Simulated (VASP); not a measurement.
Write the native input for VASP 6.6.1 that does the following.

- Task: single point
- Functional: r2SCAN
- Potentials or basis: VASP PAW PBE potentials, release 64 (Sn_d)
- Cutoff: 520 eV
- k mesh: 10 × 10 × 10
- Occupations: gaussian, width 0.15 eV
- Spin: no spin polarisation
- Dipole correction: no
- Further INCAR settings: ALGO = Normal; EDIFF = 1e-07; NBANDS = 21

Crystal: Sn.

```
Sn
1.0
     0.00000    3.64325    2.57578
     3.64325    0.00000    2.57578
     3.64325    3.64325    0.00000
Sn
2
Direct
  0.50000 0.50000 0.50000
  0.75000 0.75000 0.75000
```

This cell differs from its parent crystal: ratio of the length along z to the lengths across it x 0.707, volume and fractional coordinates fixed.

One way to write it, as run:

POSCAR

```
Sn
1.0
    0.0000000000      3.6432462238      2.5757750802
    3.6432462238      0.0000000000      2.5757750802
    3.6432462238      3.6432462238      0.0000000000
Sn
2
Direct
    0.5000000000      0.5000000000      0.5000000000
    0.7500000000      0.7500000000      0.7500000000
```

INCAR.step1

```
SYSTEM = Sn
PREC = Accurate
ENCUT = 520
ISMEAR = 0
SIGMA = 0.15
LREAL = .FALSE.
LASPH = .TRUE.
NELM = 60
NBANDS = 21
GGA = PE
ALGO = Normal
EDIFF = 1E-4
LWAVE = .TRUE.
LCHARG = .FALSE.
```

INCAR.step2

```
SYSTEM = Sn
PREC = Accurate
ENCUT = 520
EDIFF = 1E-7
ISMEAR = 0
SIGMA = 0.15
LREAL = .FALSE.
LASPH = .TRUE.
NELM = 60
ALGO = Normal
ISIF = 2
LWAVE = .FALSE.
LCHARG = .FALSE.
METAGGA = R2SCAN
LMIXTAU = .TRUE.
NBANDS = 21
ISTART = 1
```

KPOINTS

```
regular mesh
0
G
  10 10 10
  0 0 0
```

Potentials or basis: VASP PAW PBE potentials, release 64 (Sn_d).

Launch:

```sh
$ cat potpaw_PBE.64/Sn_d/POTCAR > POTCAR
$ cp INCAR.step1 INCAR
$ mpirun -np 1 vasp_std > vasp.out
$ cp INCAR.step2 INCAR
$ mpirun -np 1 vasp_std > vasp.out
```

Results of the run:

| Property | Result |
| --- | --- |
| Pressure | -0.3 GPa |
| Band gap on the k mesh | zero (bands 14 and 15 overlap by 1.47 eV) |

Caveat: the PAW data sets were made with another functional, which shifts forces and pressure a little; spin-orbit coupling is left out, which moves the levels of the heavy elements.

Run time: 14 min on 1 thread of Intel Xeon 8259CL, with other jobs on the host, peak memory 0.3 GiB.
